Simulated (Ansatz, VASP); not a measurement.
# Two plane-wave programs on InP

```
CELL_PARAMETERS angstrom
0.00000 3.10152 2.41919
3.10152 0.00000 2.41919
3.10152 3.10152 0.00000
ATOMIC_POSITIONS crystal
In 0.00000 0.00000 0.00000
P 0.50000 0.50000 0.50000
```

Alike in both runs: task single point; functional PBE; k mesh 16 × 16 × 16; occupations gaussian, width 0.15 eV; no spin polarisation.

|  | VASP | Ansatz |
| --- | --- | --- |
| version | VASP 6.6.1 | Ansatz 0.2.0 |
| potentials or method | VASP PAW PBE potentials, release 64 (In_d, P), cutoff 520 eV | scalar-relativistic, plane waves, PAW |
| valence electrons in the cell | 18 | 18 |

```tsv
	VASP	Ansatz	Ansatz less VASP
gap on the k mesh at the Fermi level (eV)	none	none	-
pressure (GPa)	2.9	3.0	+0.10
traceless stress, the component that is largest in VASP (GPa)	19.30	19.44	+0.147
```

A gap of «none» marks a metal or a gap that the smearing closes.
